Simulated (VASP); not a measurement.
# Mo3W2 in VASP: notebook, part 2 of 2

VASP 6.6.1.

### 3 Single point, PBE

Contents of INCAR:

```
  PREC = Accurate
  ENCUT = 520
  EDIFF = 1E-6
  ISMEAR = 0
  SIGMA = 0.2
  LREAL = F
  LASPH = T
  NELM = 100
  ALGO = Fast
  ISIF = 2
  LWAVE = F
  LCHARG = F
  GGA = PE
  NBANDS = 81
```

Contents of KPOINTS:

```
Automatic mesh
0
Gamma
  8 4 2
```

Contents of POSCAR:

```
Mo3W2
1.0
    1.5914147491      2.2505496701      0.0004695508
    4.7562748549     -2.2378440657     -0.0023638243
    1.5901228792     -0.0016460381    -11.1849207966
Mo W
6 4
Direct
    0.5000031373      0.5000030852     -0.0000064719
    0.0000100957      1.0000049530      0.0000016364
    0.2996992158      0.2996990663      0.8010915187
    0.7996927400      0.7997141587      0.8010916909
    0.2002811827      0.2002960146      0.1989101461
    0.7003207570      0.7002807794      0.1989065861
    0.0997889860      0.0998185710      0.6007336968
    0.5997835889      0.5998137131      0.6007365083
    0.4001997732      0.4001802210      0.3992701284
    0.9002205235      0.9001894378      0.3992645603
```

Potentials or basis: VASP PAW PBE potentials, release 64 (Mo_sv, W_sv).

Command:

```sh
cat potpaw_PBE.64/Mo_sv/POTCAR potpaw_PBE.64/W_sv/POTCAR > POTCAR
mpirun -np 1 vasp_std > vasp.out
```

OUTCAR:

```text
PREC = Accurate
   ENCUT = 520
   EDIFF = 1E-6
   ISMEAR = 0
   LREAL = F
   LASPH = T
   NELM = 100
   ISIF = 2
   GGA = PE

 ion  position               nearest neighbor table
   1  0.500  0.500  1.000-   4 2.73   5 2.73   3 2.73   6 2.73   2 2.75   2 2.75   4 3.16   5 3.16
                             3 3.16   6 3.16   2 3.17   2 3.17
   2  0.000  0.000  0.000-   3 2.73   6 2.73   5 2.73   4 2.73   1 2.75   1 2.75   3 3.16   6 3.16
                             4 3.16   5 3.16   1 3.17   1 3.17
   3  0.300  0.300  0.801-   2 2.73   1 2.73   8 2.75   4 2.75   4 2.75   7 2.75   2 3.16   1 3.16
                             8 3.17   4 3.17   4 3.17   7 3.17
   4  0.800  0.800  0.801-   1 2.73   2 2.73   7 2.75   3 2.75   3 2.75   8 2.75   1 3.16   2 3.16
                             7 3.17   3 3.17   3 3.17   8 3.18
   5  0.200  0.200  0.199-   1 2.73   2 2.73  10 2.75   6 2.75   6 2.75   9 2.75   1 3.16   2 3.16
                            10 3.17   6 3.17   6 3.17   9 3.18
   6  0.700  0.700  0.199-   2 2.73   1 2.73   9 2.75   5 2.75   5 2.75  10 2.75   2 3.16   1 3.16
                             9 3.17   5 3.17   5 3.17  10 3.18
   7  0.100  0.100  0.601-   4 2.75   8 2.75   8 2.75   3 2.75   9 2.76  10 2.76   4 3.17   8 3.17
                             8 3.17   3 3.17   9 3.18  10 3.18
   8  0.600  0.600  0.601-   3 2.75   7 2.75   7 2.75   4 2.75  10 2.76   9 2.76   3 3.17   7 3.17
                             7 3.17   4 3.18  10 3.18   9 3.18
   9  0.400  0.400  0.399-   6 2.75  10 2.75  10 2.75   5 2.75   7 2.76   8 2.76   6 3.17  10 3.17
                            10 3.17   5 3.18   7 3.18   8 3.18
  10  0.900  0.900  0.399-   5 2.75   9 2.75   9 2.75   6 2.75   8 2.76   7 2.76   5 3.17   9 3.17
                             9 3.17   6 3.18   8 3.18   7 3.18

  LATTYP: Found a triclinic cell.
 ALAT       =     5.2564343566
 B/A-ratio  =     2.2515861828
 C/A-ratio  =     0.5243801592
 COS(alpha) =     0.0003444554
 COS(beta)  =     0.1748141364
 COS(gamma) =     0.3220771048

  Lattice vectors:

 A1 = (  -4.7562748549,   2.2378440657,   0.0023638243)
 A2 = (  -3.1661519757,   2.2361980276, -11.1825569723)
 A3 = (  -1.5914147491,  -2.2505496701,  -0.0004695508)

Analysis of symmetry for initial positions (statically):
=====================================================================
 Subroutine PRICEL returns:
 Original cell was already a primitive cell.

 Routine SETGRP: Setting up the symmetry group for a
 triclinic supercell.

 Subroutine GETGRP returns: Found  1 space group operations
 (whereof  1 operations were pure point group operations)
 out of a pool of  2 trial point group operations.

The static configuration has the point symmetry C_1 .

Analysis of symmetry for dynamics (positions and initial velocities):
=====================================================================
 Subroutine PRICEL returns:
 Original cell was already a primitive cell.

 Routine SETGRP: Setting up the symmetry group for a
 triclinic supercell.

 Subroutine GETGRP returns: Found  1 space group operations
 (whereof  1 operations were pure point group operations)
 out of a pool of  2 trial point group operations.

The dynamic configuration has the point symmetry C_1 .

 Subroutine INISYM returns: Found  1 space group operations
 (whereof  1 operations are pure point group operations),
 and found     1 'primitive' translations

----------------------------------------------------------------------------------------

[... 95 lines left out ...]
   ions per type =               6   4
   NGX,Y,Z   is equivalent  to a cutoff of  14.48, 12.65, 12.36 a.u.
   NGXF,Y,Z  is equivalent  to a cutoff of  28.95, 25.30, 24.72 a.u.
 SYSTEM =  unknown system
   PREC   = accura    normal or accurate (medium, high low for compatibility)
   ISTART =      0    job   : 0-new  1-cont  2-samecut
   ICHARG =      2    charge: 1-file 2-atom 10-const
   ISPIN  =      1    spin polarized calculation?
   LNONCOLLINEAR =      F non collinear calculations
   LSORBIT =      F    spin-orbit coupling
   LASPH  =      T    aspherical Exc in radial PAW
   ENCUT  =  520.0 eV  38.22 Ry    6.18 a.u.   5.13  9.77 21.01*2*pi/ulx,y,z
   NELM   =    100;   NELMIN=  2; NELMDL= -5     # of ELM steps
   EDIFF  = 0.1E-05   stopping-criterion for ELM
   LREAL  =      F    real-space projection
   EDIFFG = 0.1E-04   stopping-criterion for IOM
   NSW    =      0    number of steps for IOM
   IBRION =     -1    ionic relax: 0-MD 1-quasi-New 2-CG
   NFREE  =      0    steps in history (QN), initial steepest desc. (CG)
   ISIF   =      2    stress and relaxation
   ISYM   =      2    0-nonsym 1-usesym 2-fastsym
   POTIM  = 0.5000    time-step for ionic-motion
   TEBEG  =    0.0;   TEEND  =   0.0 temperature during run
   PSTRESS=    0.0 pullay stress
   NELECT =     140.0000    total number of electrons
   NUPDOWN=      -1.0000    fix difference up-down
   EMIN   =  10.00;   EMAX   =-10.00  energy-range for DOS
   EFERMI =   0.00;   METHOD = LEGACY
   ISMEAR =     0;   SIGMA  =   0.20  broadening in eV -4-tet -1-fermi 0-gaus
   EFERMI_NEDOS =   21; number of points for ismear=-14 and -15
   IALGO  =     68    algorithm
   IMIX   =      4    mixing-type and parameters
     AMIX     =   0.40;   BMIX     =  1.00
     AMIX_MAG =   1.60;   BMIX_MAG =  1.00
  volume/ion in A,a.u.               =      15.96       107.67
  Fermi-wavevector in a.u.,A,eV,Ry     =   1.567291  2.961751 33.421368  2.456401
  Thomas-Fermi vector in A             =   2.669493
   LORBIT       =      0    0 simple, 1 ext, 2 COOP (PROOUT), +10 PAW based schemes
   GGA     = PE    functional components
   LHFCALC =     F    Hartree Fock is set to
   AEXX    =    0.0000 exact exchange contribution
   IVDW    =     0    specifies the selected vdW correction
   LEPSILON=     F    determine dielectric tensor
   LRPA    =     F    only Hartree local field effects (RPA)
 non-spin polarized calculation
 RMM-DIIS sequential band-by-band and
 Gauss-broadening in eV      SIGMA  =   0.20
  energy-cutoff  :      520.00
  volume of cell :      159.55
 maximum number of plane-waves:      4328
 NGX is ok and might be reduce to    24
   NGX = 11   NGY = 19   NGZ = 41

 number of electron     139.9999989 magnetization

 Free energy of the ion-electron system (eV)
  ---------------------------------------------------
  ext. energy  EPLUGINS =         0.00000000
  ---------------------------------------------------
  free energy    TOTEN  =      -117.41971174 eV

  energy without entropy =     -117.30237410  energy(sigma->0) =     -117.36104292

 E-fermi :  11.8586     XC(G=0): -13.4093

 val. band max:       11.8548336468   @ k =   0.1250   0.5000   0.0000
 cond. band min:      11.8690150369   @ k =   0.3750   0.5000   0.0000
 fundamental gap:      0.0141813902
 Fermi energy:        11.8586273788

 k-point     1 :       0.0000    0.0000    0.0000
  band No.  band energies     occupation
      1     -62.2641      2.00000
      2     -62.2017      2.00000
      3     -62.1675      2.00000
      4     -62.1674      2.00000
      5     -49.3648      2.00000
      6     -49.2734      2.00000
[... 2005 lines left out ...]
     80      13.7184      0.00000
     81      13.8527      0.00000

 [... further k-points ...]

------------------------ aborting loop because EDIFF is reached ----------------------------------------

  FORCE on cell =-STRESS in cart. coord.  units (eV):
  Direction    XX          YY          ZZ          XY          YZ          ZX
  --------------------------------------------------------------------------------------
  -------------------------------------------------------------------------------------
  Total        0.4083463      0.4286118      0.4591425     -0.0255361      0.0047384      0.0084329
  in kB        4.1004887      4.3039886      4.6105685     -0.2564252      0.0475818      0.0846807
  external PRESSURE =       4.3383486 kB  Pullay stress =       0.0000000 kB

 VOLUME and BASIS-vectors are now :
 -----------------------------------------------------------------------------
  energy-cutoff  :      520.00
  volume of cell :      159.55
      direct lattice vectors                 reciprocal lattice vectors
     1.591414749  2.250549670  0.000469551     0.156876938  0.333400008  0.022253606
     4.756274855 -2.237844066 -0.002363824     0.157767643 -0.111565764  0.022445718
     1.590122879 -0.001646038-11.184920797    -0.000026757  0.000037575 -0.089409896

 POSITION                                       TOTAL-FORCE (eV/Angst)
 -----------------------------------------------------------------------------------
      4.76398      0.00471    -11.18580         0.000013      0.000094     -0.000731
      0.00004      0.00001     -0.00002        -0.000455     -0.000144     -0.000133
      3.17623      0.00249     -8.96071         0.001521     -0.000405      0.001612
      6.35014      0.00879     -8.96166         0.000404      0.000141      0.001590
      1.58768      0.00218     -2.22517        -0.000839      0.000796     -0.001131
      4.76151      0.00866     -2.22608        -0.000461     -0.000552     -0.001750
      1.58881      0.00021     -6.71935        -0.000336     -0.000825      0.006659
      4.76263      0.00656     -6.72033         0.000436     -0.001121      0.006984
      3.17514      0.00447     -4.46656         0.000583      0.000993     -0.006177
      6.34905      0.01085     -4.46745        -0.000865      0.001023     -0.006923
 -----------------------------------------------------------------------------------
    total drift:                                0.000040      0.000024     -0.000018

  FREE ENERGIE OF THE ION-ELECTRON SYSTEM (eV)
  ---------------------------------------------------
  free  energy   TOTEN  =      -117.4197117392 eV

  energy  without entropy=     -117.3023741040  energy(sigma->0) =     -117.36104292
```

It took 17 min on 1 thread of Oxide Virtual Turin-like, shared host; peak memory 0.45 GiB.

What came out:

```
Free energy            : -117.4197 eV
Pressure               : 0.4 GPa
Largest force          : 0.007 eV/Å
Band gap on the k mesh : zero (bands 70 and 71 overlap by 1.89 eV)
```

Forces in eV/Å, atoms in the order of the input:
```
Mo   0.000  0.000 -0.001
Mo   0.000  0.000  0.000
Mo   0.002  0.000  0.002
Mo   0.000  0.000  0.002
Mo  -0.001  0.001 -0.001
Mo   0.000 -0.001 -0.002
W    0.000 -0.001  0.007
W    0.000 -0.001  0.007
W    0.001  0.001 -0.006
W   -0.001  0.001 -0.007
```

Levels at points of the mesh, in eV from the Fermi level:
```
           k point  band 68  band 69  band 70  band 71  band 72  band 73
(0.00, 0.00, 0.00)    -0.05     0.19     0.28     0.28     0.44     1.12
(0.50, 0.00, 0.00)    -0.70    -0.52    -0.52     0.25     0.25     0.91
(0.00, 0.50, 0.00)    -1.65    -1.56    -1.56     0.78     0.78     0.90
(0.50, 0.50, 0.00)     0.18     1.20     1.21     1.40     1.46     1.57
(0.00, 0.00, 0.50)    -0.77    -0.17     0.20     1.24     1.26     1.34
(0.50, 0.00, 0.50)    -1.38    -0.60    -0.60     0.39     0.39     0.73
(0.00, 0.50, 0.50)    -1.60    -1.55    -1.55     0.87     0.87     1.01
(0.50, 0.50, 0.50)     0.44     0.85     0.93     1.06     1.21     1.22
```

Caveat: spin-orbit coupling is left out, which moves the levels of the heavy elements.

The gap in the log of VASP goes by the Fermi energy; the results here count the filled bands.